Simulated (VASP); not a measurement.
# Ga in VASP: a series of runs, part 2 of 3

VASP 6.6.1. Earlier steps stand in the parts before.

### Step 3. Electric field gradients, PBE (zz strain of +3 %)

Input file INCAR:

```
ALGO = Normal ; EDIFF = 1E-8
ENCUT = 520 ; GGA = PE
ISIF = 2 ; ISMEAR = -1
LASPH = T ; LCHARG = F
LEFG = T ; LREAL = F
LWAVE = F ; NBANDS = 20
NELM = 80 ; PREC = Accurate
SIGMA = 0.08
```

Input file KPOINTS:

```
k-points
0
Gamma
  12 12 10
```

Input file POSCAR:

```
Ga
1.0
    1.4500000000     -4.0650000000      0.0000000000
    1.4500000000      4.0650000000      0.0000000000
    0.0000000000      0.0000000000      3.2651000000
Ga
2
Direct
    0.8670000000      0.1330000000      0.2500000000
    0.1330000000      0.8670000000      0.7500000000
```

Potentials or basis: VASP PAW PBE potentials, release 64 (Ga_d).

Started as:

```
> cat potpaw_PBE.64/Ga_d/POTCAR > POTCAR
> mpirun -np 1 vasp_std > vasp.out
```

OUTCAR:

```text
EDIFF = 1E-8
   ENCUT = 520
   GGA = PE
   ISIF = 2
   ISMEAR = -1
   LASPH = T
   LREAL = F
   NELM = 80
   PREC = Accurate

 ion  position               nearest neighbor table
   1  0.867  0.133  0.250-   2 2.71   2 2.71   2 2.90   2 2.90   2 2.90   2 2.90
   2  0.133  0.867  0.750-   1 2.71   1 2.71   1 2.90   1 2.90   1 2.90   1 2.90

  LATTYP: Found a base centered orthorhombic cell.
 ALAT       =     2.9000000000
 B/A-ratio  =     2.8034482759
 C/A-ratio  =     1.1258965517

  Lattice vectors:

 A1 = (   1.4500000000,  -4.0650000000,   0.0000000000)
 A2 = (   1.4500000000,   4.0650000000,   0.0000000000)
 A3 = (   0.0000000000,   0.0000000000,   3.2651000000)

Analysis of symmetry for initial positions (statically):
=====================================================================
 Subroutine PRICEL returns:
 Original cell was already a primitive cell.

 Routine SETGRP: Setting up the symmetry group for a
 base centered orthorhombic supercell.

 Subroutine GETGRP returns: Found  8 space group operations
 (whereof  4 operations were pure point group operations)
 out of a pool of  8 trial point group operations.

The static configuration has the point symmetry C_2h.
 The point group associated with its full space group is D_2h.

Analysis of symmetry for dynamics (positions and initial velocities):
=====================================================================
 Subroutine PRICEL returns:
 Original cell was already a primitive cell.

 Routine SETGRP: Setting up the symmetry group for a
 base centered orthorhombic supercell.
[... 150 lines left out ...]

  energy without entropy =       -5.75368615  energy(sigma->0) =       -5.76321531

 E-fermi :   5.3772     XC(G=0): -10.8716

 val. band max:        5.3693976630   @ k =   0.3333   0.0833   0.3000
 cond. band min:       5.3783589482   @ k =   0.5000   0.2500   0.1000
 fundamental gap:      0.0089612852
 Fermi energy:         5.3772429640

 k-point     1 :       0.0000    0.0000    0.0000
  band No.  band energies     occupation
      1      -9.7751      2.00000
      2      -9.7707      2.00000
      3      -9.7014      2.00000
      4      -9.6879      2.00000
      5      -9.4971      2.00000
      6      -9.4909      2.00000
[... 541 lines left out ...]
     19      15.4542      0.00000
     20      18.0220      0.00000

 [... further k-points ...]
[... 5 lines left out ...]
  --------------------------------------------------------------------------------------
  -------------------------------------------------------------------------------------
  Total       -0.4225520      0.2704453      0.2376341      0.0000000      0.0000000      0.0000000
  in kB      -17.5887789     11.2573200      9.8915477      0.0000000      0.0000000      0.0000000
  external PRESSURE =       1.1866963 kB  Pullay stress =       0.0000000 kB

 VOLUME and BASIS-vectors are now :
 -----------------------------------------------------------------------------
  energy-cutoff  :      520.00
  volume of cell :       38.49
      direct lattice vectors                 reciprocal lattice vectors
     1.450000000 -4.065000000  0.000000000     0.344827586 -0.123001230  0.000000000
     1.450000000  4.065000000  0.000000000     0.344827586  0.123001230  0.000000000
     0.000000000  0.000000000  3.265100000     0.000000000  0.000000000  0.306269333

 POSITION                                       TOTAL-FORCE (eV/Angst)
 -----------------------------------------------------------------------------------
      1.45000     -2.98371      0.81627         0.000000      0.168946     -0.000000
      1.45000      2.98371      2.44882         0.000000     -0.168946      0.000000
 -----------------------------------------------------------------------------------
    total drift:                                0.000000      0.000000     -0.000000

  FREE ENERGIE OF THE ION-ELECTRON SYSTEM (eV)
  ---------------------------------------------------
  free  energy   TOTEN  =        -5.7727444680 eV

  energy  without entropy=       -5.7536861483  energy(sigma->0) =       -5.76321531

 Electric field gradients (V/A^2)
---------------------------------------------------------------------
 ion       V_xx      V_yy      V_zz      V_xy      V_xz      V_yz
---------------------------------------------------------------------
   1       8.258   -24.867    16.608    -0.000     0.000    -0.000
   2       8.258   -24.867    16.608     0.000     0.000     0.000
---------------------------------------------------------------------

 Electric field gradients after diagonalization (V/A^2)
 (convention: |V_zz| > |V_xx| > |V_yy|)
----------------------------------------------------------------------
 ion       V_xx      V_yy      V_zz     asymmetry (V_yy - V_xx)/ V_zz
----------------------------------------------------------------------
   1      16.608     8.258   -24.867       0.336
   2      16.608     8.258   -24.867       0.336
----------------------------------------------------------------------

           NMR quadrupolar parameters

 Cq : quadrupolar parameter    Cq=e*Q*V_zz/h
 eta: asymmetry parameters     (V_yy - V_xx)/ V_zz
 Q  : nuclear electric quadrupole moment in mb (millibarn)
----------------------------------------------------------------------
 ion       Cq(MHz)       eta       Q (mb)
----------------------------------------------------------------------
   1      -0.060       0.336       1.000
   2      -0.060       0.336       1.000
----------------------------------------------------------------------
```

OSZICAR:

```text
N       E                     dE             d eps       ncg     rms          rms(c)
DAV:   1     0.132214835825E+03    0.13221E+03   -0.13192E+04 10756   0.243E+03
DAV:   2     0.584595553700E+01   -0.12637E+03   -0.12329E+03 10668   0.385E+02
DAV:   3    -0.564045107020E+01   -0.11486E+02   -0.11414E+02 11520   0.949E+01
DAV:   4    -0.581911137913E+01   -0.17866E+00   -0.17857E+00 11936   0.131E+01
DAV:   5    -0.582204122126E+01   -0.29298E-02   -0.29297E-02 11676   0.165E+00    0.134E+00
DAV:   6    -0.578147017815E+01    0.40571E-01   -0.81818E-02 13964   0.464E+00    0.698E-01
DAV:   7    -0.577355752202E+01    0.79127E-02   -0.16521E-02 14768   0.176E+00    0.193E-01
DAV:   8    -0.577272515464E+01    0.83237E-03   -0.21466E-03 11124   0.638E-01    0.190E-02
DAV:   9    -0.577274426682E+01   -0.19112E-04   -0.10177E-04 12312   0.105E-01    0.688E-03
DAV:  10    -0.577274478611E+01   -0.51928E-06   -0.59098E-06 11864   0.280E-02    0.126E-03
DAV:  11    -0.577274455191E+01    0.23419E-06   -0.55048E-07 12292   0.953E-03    0.542E-04
DAV:  12    -0.577274452404E+01    0.27875E-07   -0.59423E-08 12216   0.297E-03    0.187E-04
DAV:  13    -0.577274447109E+01    0.52952E-07   -0.62323E-09  6824   0.933E-04    0.423E-05
DAV:  14    -0.577274446796E+01    0.31323E-08   -0.14688E-09  5808   0.462E-04
   1 F= -.57727445E+01 E0= -.57632153E+01  d E =-.190583E-01
```

It took 3.2 min on 1 thread of Intel Xeon 8259CL, shared host; peak memory 0.28 GiB.

Results:

| Quantity | Value |
| --- | --- |
| Free energy | -5.7727 eV |
| Pressure | 0.1 GPa |
| Largest force | 0.169 eV/Å |
| Band gap on the k mesh | zero (bands 13 and 14 overlap by 8.70 eV) |
| Largest electric field gradient by atom | Ga -24.9 V/Å² |

Forces in eV/Å, atoms in the order of the input:
```
Ga   0.000  0.169  0.000
Ga   0.000 -0.169  0.000
```

Stress tensor (GPa, compression positive):
```
-1.76  0.00  0.00
 0.00  1.13  0.00
 0.00  0.00  0.99
```

Electric field gradients, principal values (V/Å²):
| atom | least | middle | greatest (by size) |
| --- | --- | --- | --- |
| 1 Ga | 8.258 | 16.608 | -24.867 |
| 2 Ga | 8.258 | 16.608 | -24.867 |

Caveat: the cell differs from its parent crystal (zz strain of +3 %); without QUAD_EFG the Cq values of the log hold for a quadrupole moment of 1 mb, not for the nuclei.

### Step 4. Electric field gradients, PBE (zz strain of +3 %)

Input file INCAR:

```
SYSTEM = Ga
PREC = Accurate
ENCUT = 520
EDIFF = 1E-8
ISMEAR = -1
SIGMA = 0.08
LREAL = .False.
LASPH = .True.
NELM = 100
ALGO = Normal
ISIF = 2
LWAVE = .False.
LCHARG = .False.
GGA = PE
LEFG = .True.
NBANDS = 20
```

Input file KPOINTS:

```
regular mesh
0
Gamma
  12 12 10
  0 0 0
```

POSCAR is that of step 3.

Potentials or basis: VASP PAW PBE potentials, release 64 (Ga_d).

Started as:

```
> cat potpaw_PBE.64/Ga_d/POTCAR > POTCAR
> mpirun -np 1 vasp_std > vasp.out
```

OUTCAR:

```text
SYSTEM = Ga
   PREC = Accurate
   ENCUT = 520
   EDIFF = 1E-8
   ISMEAR = -1
   LREAL = .False.
   LASPH = .True.
   NELM = 100
   ISIF = 2
   GGA = PE

 ion  position               nearest neighbor table
   1  0.867  0.133  0.250-   2 2.71   2 2.71   2 2.90   2 2.90   2 2.90   2 2.90
   2  0.133  0.867  0.750-   1 2.71   1 2.71   1 2.90   1 2.90   1 2.90   1 2.90

  LATTYP: Found a base centered orthorhombic cell.
 ALAT       =     2.9000000000
 B/A-ratio  =     2.8034482759
 C/A-ratio  =     1.1258965517

  Lattice vectors:

 A1 = (   1.4500000000,  -4.0650000000,   0.0000000000)
 A2 = (   1.4500000000,   4.0650000000,   0.0000000000)
 A3 = (   0.0000000000,   0.0000000000,   3.2651000000)

Analysis of symmetry for initial positions (statically):
=====================================================================
 Subroutine PRICEL returns:
 Original cell was already a primitive cell.

 Routine SETGRP: Setting up the symmetry group for a
 base centered orthorhombic supercell.

 Subroutine GETGRP returns: Found  8 space group operations
 (whereof  4 operations were pure point group operations)
 out of a pool of  8 trial point group operations.

The static configuration has the point symmetry C_2h.
 The point group associated with its full space group is D_2h.

Analysis of symmetry for dynamics (positions and initial velocities):
=====================================================================
 Subroutine PRICEL returns:
 Original cell was already a primitive cell.

 Routine SETGRP: Setting up the symmetry group for a
 base centered orthorhombic supercell.

 Subroutine GETGRP returns: Found  8 space group operations
 (whereof  4 operations were pure point group operations)
 out of a pool of  8 trial point group operations.
[... 152 lines left out ...]
 cond. band min:       5.3783589482   @ k =   0.5000   0.2500   0.1000
 fundamental gap:      0.0089612852
 Fermi energy:         5.3772429640

 k-point     1 :       0.0000    0.0000    0.0000
  band No.  band energies     occupation
      1      -9.7751      2.00000
      2      -9.7707      2.00000
      3      -9.7014      2.00000
      4      -9.6879      2.00000
      5      -9.4971      2.00000
      6      -9.4909      2.00000
[... 541 lines left out ...]
     19      15.4542      0.00000
     20      18.0220      0.00000

 [... further k-points ...]
[... 5 lines left out ...]
  --------------------------------------------------------------------------------------
  -------------------------------------------------------------------------------------
  Total       -0.4225520      0.2704453      0.2376341      0.0000000      0.0000000      0.0000000
  in kB      -17.5887789     11.2573200      9.8915477      0.0000000      0.0000000      0.0000000
  external PRESSURE =       1.1866963 kB  Pullay stress =       0.0000000 kB

 VOLUME and BASIS-vectors are now :
 -----------------------------------------------------------------------------
  energy-cutoff  :      520.00
  volume of cell :       38.49
      direct lattice vectors                 reciprocal lattice vectors
     1.450000000 -4.065000000  0.000000000     0.344827586 -0.123001230  0.000000000
     1.450000000  4.065000000  0.000000000     0.344827586  0.123001230  0.000000000
     0.000000000  0.000000000  3.265100000     0.000000000  0.000000000  0.306269333

 POSITION                                       TOTAL-FORCE (eV/Angst)
 -----------------------------------------------------------------------------------
      1.45000     -2.98371      0.81627         0.000000      0.168946     -0.000000
      1.45000      2.98371      2.44882         0.000000     -0.168946      0.000000
 -----------------------------------------------------------------------------------
    total drift:                                0.000000      0.000000     -0.000000

  FREE ENERGIE OF THE ION-ELECTRON SYSTEM (eV)
  ---------------------------------------------------
  free  energy   TOTEN  =        -5.7727444680 eV

  energy  without entropy=       -5.7536861483  energy(sigma->0) =       -5.76321531

 Electric field gradients (V/A^2)
---------------------------------------------------------------------
 ion       V_xx      V_yy      V_zz      V_xy      V_xz      V_yz
---------------------------------------------------------------------
   1       8.258   -24.867    16.608    -0.000     0.000    -0.000
   2       8.258   -24.867    16.608     0.000     0.000     0.000
---------------------------------------------------------------------

 Electric field gradients after diagonalization (V/A^2)
 (convention: |V_zz| > |V_xx| > |V_yy|)
----------------------------------------------------------------------
 ion       V_xx      V_yy      V_zz     asymmetry (V_yy - V_xx)/ V_zz
----------------------------------------------------------------------
   1      16.608     8.258   -24.867       0.336
   2      16.608     8.258   -24.867       0.336
----------------------------------------------------------------------

           NMR quadrupolar parameters

 Cq : quadrupolar parameter    Cq=e*Q*V_zz/h
 eta: asymmetry parameters     (V_yy - V_xx)/ V_zz
 Q  : nuclear electric quadrupole moment in mb (millibarn)
----------------------------------------------------------------------
 ion       Cq(MHz)       eta       Q (mb)
----------------------------------------------------------------------
   1      -0.060       0.336       1.000
   2      -0.060       0.336       1.000
----------------------------------------------------------------------
```

stdout:

```text
POSCAR found type information on POSCAR Ga
 POSCAR found :  1 types and       2 ions
 scaLAPACK will be used
 LDA part: xc-table for (Slater+PW92), standard interpolation
 POSCAR, INCAR and KPOINTS ok, starting setup
 FFT: planning ... GRIDC
 FFT: planning ... GRID_SOFT
 FFT: planning ... GRID
 WAVECAR not read
 entering main loop
ion   1

ion   2
```

It took 3 min on 1 thread of Intel Xeon 8259CL, shared host; peak memory 0.29 GiB.

Results:

| Item | Value |
| --- | --- |
| Free energy | -5.7727 eV |
| Pressure | 0.1 GPa |
| Largest force | 0.169 eV/Å |
| Band gap on the k mesh | zero (bands 13 and 14 overlap by 8.70 eV) |
| Largest electric field gradient by atom | Ga -24.9 V/Å² |

Forces in eV/Å, atoms in the order of the input:
```
Ga   0.000  0.169  0.000
Ga   0.000 -0.169  0.000
```

Stress tensor (GPa, compression positive):
```
-1.76  0.00  0.00
 0.00  1.13  0.00
 0.00  0.00  0.99
```

Levels at points of the mesh, in eV from the Fermi level:
```tsv
k point	band 9	band 10	band 11	band 12	band 13	band 14	band 15	band 16	band 17	band 18
(0.00, 0.00, 0.00)	-14.81	-14.67	-11.02	-2.04	-1.53	2.33	6.00	8.03	8.93	10.42
(0.50, 0.00, 0.00)	-14.73	-14.73	-6.49	-5.21	-1.55	-0.29	6.17	6.40	8.73	8.85
(0.50, 0.50, 0.00)	-14.78	-14.74	-8.99	-8.37	4.56	5.28	6.01	6.43	6.64	9.57
(0.00, 0.00, 0.50)	-14.75	-14.75	-7.43	-7.43	1.84	1.84	2.53	2.53	10.30	10.30
(0.50, 0.00, 0.50)	-14.72	-14.72	-3.06	-3.06	-1.63	-1.63	1.88	1.88	4.24	4.24
(0.50, 0.50, 0.50)	-14.81	-14.81	-5.69	-5.69	-4.14	-4.14	9.56	9.56	11.42	11.42
```

Electric field gradients, principal values (V/Å²):
| atom | least | middle | greatest (by size) |
| --- | --- | --- | --- |
| 1 Ga | 8.258 | 16.608 | -24.867 |
| 2 Ga | 8.258 | 16.608 | -24.867 |

Caveat: the cell differs from its parent crystal (zz strain of +3 %); without QUAD_EFG the Cq values of the log hold for a quadrupole moment of 1 mb, not for the nuclei.

(Continued in part 3 of 3.)

The gap in the log of VASP goes by the Fermi energy; the results here count the filled bands.